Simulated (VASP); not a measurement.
# LaAlS3 (Pm-3m) in VASP: further runs, part 2 of 2

VASP 6.6.1.

## 3. Single point, r2SCAN+rVV10

This run uses another cell than the first one, of 20.10 Å³/atom, 1.016 times its volume.

File POSCAR:

```
LaAlS3
1.0
    4.6489618614      0.0000000000      0.0000000000
    0.0000000000      4.6489618614      0.0000000000
    0.0000000000      0.0000000000      4.6489618614
La Al S
1 1 3
Direct
    0.0000000000      0.0000000000      0.0000000000
    0.5000000000      0.5000000000      0.5000000000
    0.0000000000      0.5000000000      0.5000000000
    0.5000000000      0.0000000000      0.5000000000
    0.5000000000      0.5000000000      0.0000000000
```

File INCAR.step1:

```
  PREC = Accurate
  ENCUT = 520
  ISMEAR = -1
  SIGMA = 0.03
  LREAL = F
  LASPH = T
  NELM = 80
  NBANDS = 24
  GGA = PE
  ALGO = Normal
  EDIFF = 1E-4
  LWAVE = T
  LCHARG = F
```

File INCAR.step2:

```
  PREC = Accurate
  ENCUT = 520
  EDIFF = 1E-7
  ISMEAR = -1
  SIGMA = 0.03
  LREAL = F
  LASPH = T
  NELM = 80
  ALGO = Normal
  ISIF = 2
  LWAVE = F
  LCHARG = F
  METAGGA = R2SCAN
  LMIXTAU = T
  LUSE_VDW = T
  IVDW_NL = 2
  BPARAM = 11.95
  CPARAM = 0.0093
  NBANDS = 24
  ISTART = 1
```

File KPOINTS:

```
regular mesh
0
Gamma
  6 6 6
```

Potentials or basis: VASP PAW PBE potentials, release 64 (La, Al, S).

On the command line:

```sh
> cat potpaw_PBE.64/La/POTCAR potpaw_PBE.64/Al/POTCAR potpaw_PBE.64/S/POTCAR > POTCAR
> cp INCAR.step1 INCAR
> mpirun -np 1 vasp_std > vasp.out
> cp INCAR.step2 INCAR
> mpirun -np 1 vasp_std > vasp.out
```

OUTCAR:

```text
PREC = Accurate
   ENCUT = 520
   EDIFF = 1E-7
   ISMEAR = -1
   LREAL = F
   LASPH = T
   NELM = 80
   ISIF = 2
   METAGGA = R2SCAN
   IVDW_NL = 2
   BPARAM = 11.95
   ISTART = 1

 ion  position               nearest neighbor table
   1  0.000  0.000  0.000-
   2  0.500  0.500  0.500-   3 2.32   4 2.32   5 2.32   5 2.32   4 2.32   3 2.32
   3  0.000  0.500  0.500-   2 2.32   2 2.32
   4  0.500  0.000  0.500-   2 2.32   2 2.32
   5  0.500  0.500  0.000-   2 2.32   2 2.32

  LATTYP: Found a simple cubic cell.
 ALAT       =     4.6489618614

  Lattice vectors:

 A1 = (   4.6489618614,   0.0000000000,   0.0000000000)
 A2 = (   0.0000000000,   4.6489618614,   0.0000000000)
 A3 = (   0.0000000000,   0.0000000000,   4.6489618614)

Analysis of symmetry for initial positions (statically):
=====================================================================
 Subroutine PRICEL returns:
 Original cell was already a primitive cell.

 Routine SETGRP: Setting up the symmetry group for a
 simple cubic supercell.

 Subroutine GETGRP returns: Found 48 space group operations
[... 168 lines left out ...]
 E-fermi :   7.3626     XC(G=0): -10.7115

 val. band max:        7.1872715518   @ k =   0.5000   0.5000   0.5000
 cond. band min:       7.4883041380   @ k =   0.0000   0.0000   0.0000
 fundamental gap:      0.3010325862
 Fermi energy:         7.3626152169

 k-point     1 :       0.0000    0.0000    0.0000
  band No.  band energies     occupation
      1     -26.9861      2.00000
      2     -10.1356      2.00000
      3     -10.1356      2.00000
      4     -10.1356      2.00000
      5      -7.6513      2.00000
      6      -4.8344      2.00000
[... 529 lines left out ...]
     23       9.6846      0.00000
     24      10.3606      0.00000

------------------------ aborting loop because EDIFF is reached ----------------------------------------

  FORCE on cell =-STRESS in cart. coord.  units (eV):
  Direction    XX          YY          ZZ          XY          YZ          ZX
  --------------------------------------------------------------------------------------
  -------------------------------------------------------------------------------------
  Total       -0.0856179     -0.0856179     -0.0856179     -0.0000000     -0.0000000      0.0000000
  in kB       -1.3652336     -1.3652336     -1.3652336     -0.0000000     -0.0000000      0.0000000
  external PRESSURE =      -1.3652336 kB  Pullay stress =       0.0000000 kB

 VOLUME and BASIS-vectors are now :
 -----------------------------------------------------------------------------
  energy-cutoff  :      520.00
  volume of cell :      100.48
      direct lattice vectors                 reciprocal lattice vectors
     4.648961861  0.000000000  0.000000000     0.215101786  0.000000000  0.000000000
     0.000000000  4.648961861  0.000000000     0.000000000  0.215101786  0.000000000
     0.000000000  0.000000000  4.648961861     0.000000000  0.000000000  0.215101786

 POSITION                                       TOTAL-FORCE (eV/Angst)
 -----------------------------------------------------------------------------------
      0.00000      0.00000      0.00000         0.000000      0.000000      0.000000
      2.32448      2.32448      2.32448         0.000000      0.000000      0.000000
      0.00000      2.32448      2.32448         0.000000      0.000000      0.000000
      2.32448      0.00000      2.32448         0.000000      0.000000      0.000000
      2.32448      2.32448      0.00000         0.000000      0.000000      0.000000
 -----------------------------------------------------------------------------------
    total drift:                               -0.000000      0.000000     -0.000000

  FREE ENERGIE OF THE ION-ELECTRON SYSTEM (eV)
  ---------------------------------------------------
  free  energy   TOTEN  =       -68.1894283661 eV

  energy  without entropy=      -68.1893759905  energy(sigma->0) =      -68.18940218
```

OSZICAR.step1:

```text
N       E                     dE             d eps       ncg     rms          rms(c)
DAV:   1     0.267302316516E+03    0.26730E+03   -0.12225E+04   968   0.162E+03
DAV:   2     0.271898303773E+02   -0.24011E+03   -0.21227E+03  1104   0.283E+02
DAV:   3    -0.252506750621E+02   -0.52441E+02   -0.46607E+02  1528   0.127E+02
DAV:   4    -0.287579934685E+02   -0.35073E+01   -0.34685E+01  1648   0.332E+01
DAV:   5    -0.288936909329E+02   -0.13570E+00   -0.13558E+00  1440   0.558E+00    0.101E+01
DAV:   6    -0.279916941651E+02    0.90200E+00   -0.28605E+00  1496   0.831E+00    0.771E+00
DAV:   7    -0.279616689358E+02    0.30025E-01   -0.44051E-01  1480   0.327E+00    0.389E+00
DAV:   8    -0.279725895662E+02   -0.10921E-01   -0.64064E-02  1600   0.280E+00    0.374E-01
DAV:   9    -0.279706459208E+02    0.19436E-02   -0.16282E-02  1544   0.131E+00    0.143E-01
DAV:  10    -0.279703626732E+02    0.28325E-03   -0.23246E-03  1696   0.270E-01    0.602E-02
DAV:  11    -0.279704353940E+02   -0.72721E-04   -0.13087E-04   960   0.827E-02
   1 F= -.27970435E+02 E0= -.27969966E+02  d E =-.938889E-03
```

Run time: 2.4 min. Hardware: 1 thread of Intel Xeon 6975P-C (Granite Rapids), shared host; peak memory 0.42 GiB.

Results:

* Free energy: -68.1894 eV
* Pressure: -0.1 GPa
* Band gap on the k mesh: 0.30 eV, indirect (least direct gap 0.89 eV)

Levels at points of the mesh, in eV from the valence-band top:
```tsv
k point	band 12	band 13	band 14	band 15	band 16	band 17	band 18	band 19	band 20	band 21
(0.00, 0.00, 0.00)	-1.68	-1.68	-0.59	-0.59	-0.59	0.30	1.52	1.52	2.10	2.10
(0.50, 0.00, 0.00)	-2.93	-2.47	-2.47	-1.46	-1.46	2.04	2.09	2.17	2.17	2.18
(0.50, 0.50, 0.00)	-3.12	-2.27	-2.27	-1.55	-0.13	2.07	2.07	2.14	2.22	2.23
(0.50, 0.50, 0.50)	-1.49	-1.49	0.00	0.00	0.00	2.15	2.15	2.15	2.24	2.50
```

Caveat: the PAW data sets were made with another functional, which shifts forces and pressure a little; spin-orbit coupling is left out, which moves the levels of the heavy elements. A k mesh can miss the band edges.

## 4. Relaxation of cell and atoms, PBEsol

This run uses another cell than the first one, of 25.37 Å³/atom, 1.283 times its volume.

File INCAR:

```
SYSTEM = LaAlS3
PREC = Accurate ; ENCUT = 600
EDIFF = 1E-7 ; ISMEAR = -1
SIGMA = 0.03 ; LREAL = .FALSE.
LASPH = .TRUE. ; NELM = 60
ALGO = Normal ; ISIF = 3
LWAVE = .FALSE. ; LCHARG = .FALSE.
GGA = PS ; IBRION = 2
NSW = 100 ; EDIFFG = -0.01
```

File KPOINTS:

```
regular mesh
0
G
  4 4 4
  0 0 0
```

POSCAR, as its differences from that of step 3:

```diff
@@ -2,5 +2,5 @@
 1.0
-    4.6489618614      0.0000000000      0.0000000000
-    0.0000000000      4.6489618614      0.0000000000
-    0.0000000000      0.0000000000      4.6489618614
+    5.0247707600      0.0000000000      0.0000000000
+    0.0000000000      5.0247707600      0.0000000000
+    0.0000000000      0.0000000000      5.0247707600
 La Al S
```

On the command line:

```sh
> cat potpaw_PBE.64/La/POTCAR potpaw_PBE.64/Al/POTCAR potpaw_PBE.64/S/POTCAR > POTCAR
> mpirun -np 1 vasp_std > vasp.out
```

Wall time 55 s (1 thread of Intel Xeon 6975P-C (Granite Rapids), shared host); peak memory 0.27 GiB.

Results (log left out):

```
Free energy                            : -29.8422 eV
Relaxed volume                         : 19.77 Å³/atom
Relaxed cell                           : a = 4.623 Å, b = 4.623 Å, c = 4.623 Å, α = 90.00°, β = 90.00°, γ = 90.00°
Space group after relaxing (to 0.05 Å) : Pm-3m (No. 221)
Energy gained by relaxing              : 294.3 meV/atom
Ionic steps                            : 3
Pressure after relaxing                : 0.0 GPa
Band gap on the k mesh                 : zero (band 16 reaches 7.42 eV, above the bottom of band 17 at 7.27 eV)
```

Step by step:
| step | energy change (eV) | largest force (eV/Å) | pressure (GPa) | volume (Å³) |
| --- | --- | --- | --- | --- |
| 1 | 0.0000 | 0.0000 | -13.50 | 126.87 |
| 2 | -1.2933 | 0.0000 | 8.34 | 91.51 |
| 3 | -1.4717 | 0.0000 | 0.02 | 98.83 |

Final structure:
```cif
data_structure
_symmetry_space_group_name_H-M 'P 1'
_symmetry_Int_Tables_number 1
_cell_length_a 4.6234
_cell_length_b 4.6234
_cell_length_c 4.6234
_cell_angle_alpha 90.000
_cell_angle_beta 90.000
_cell_angle_gamma 90.000
_cell_volume 98.83
loop_
_atom_site_label
_atom_site_type_symbol
_atom_site_fract_x
_atom_site_fract_y
_atom_site_fract_z
_atom_site_occupancy
La1 La 0.00000 0.00000 0.00000 1
Al1 Al 0.50000 0.50000 0.50000 1
S1 S 0.00000 0.50000 0.50000 1
S2 S 0.50000 0.00000 0.50000 1
S3 S 0.50000 0.50000 0.00000 1
```

Levels at points of the mesh, in eV from the Fermi level:
```
           k point  band 12  band 13  band 14  band 15  band 16  band 17  band 18  band 19  band 20
(0.00, 0.00, 0.00)    -1.69    -1.69    -0.58    -0.58    -0.58    -0.18     1.08     1.08     1.66
(0.50, 0.00, 0.00)    -3.02    -2.49    -2.49    -1.47    -1.47     1.71     1.73     1.87     1.87
(0.50, 0.50, 0.00)    -3.18    -2.29    -2.29    -1.49    -0.16     1.74     1.74     1.84     1.91
(0.50, 0.50, 0.50)    -1.44    -1.44    -0.03    -0.03    -0.03     1.83     1.83     1.83     1.91
```

Caveat: the volume moved by over 15 % at a fixed basis, so the end points are rough; the PAW data sets were made with another functional, which shifts forces and pressure a little; spin-orbit coupling is left out, which moves the levels of the heavy elements.

## 5. The runs side by side

| task | level | cell | k mesh | cutoff (eV) | gap on the mesh (eV) | pressure (GPa) |
| --- | --- | --- | --- | --- | --- | --- |
| single point | PBEsol | a = 4.624 Å, 5 atoms | 4 × 4 × 4 | 520 | none | -0.1 |
| single point | r2SCAN+rVV10 | a = 4.649 Å, 5 atoms | 6 × 6 × 6 | 520 | 0.30 | -0.1 |
| relaxation of cell and atoms | PBEsol | relaxed from a = 5.025 Å, 5 atoms | 4 × 4 × 4 | 600 | none | 0.0 |

Alike in all rows: potentials or basis VASP PAW PBE potentials, release 64 (La, Al, S); no spin polarisation; smearing fermi-dirac 0.03 eV.

Caveats: the PAW data sets were made with another functional, which shifts forces and pressure a little; spin-orbit coupling is left out, which moves the levels of the heavy elements; the volume moved by over 15 % at a fixed basis, so the end points are rough (some runs).

Total energies depend on the potentials used, so only differences within one code and one set of settings carry meaning.
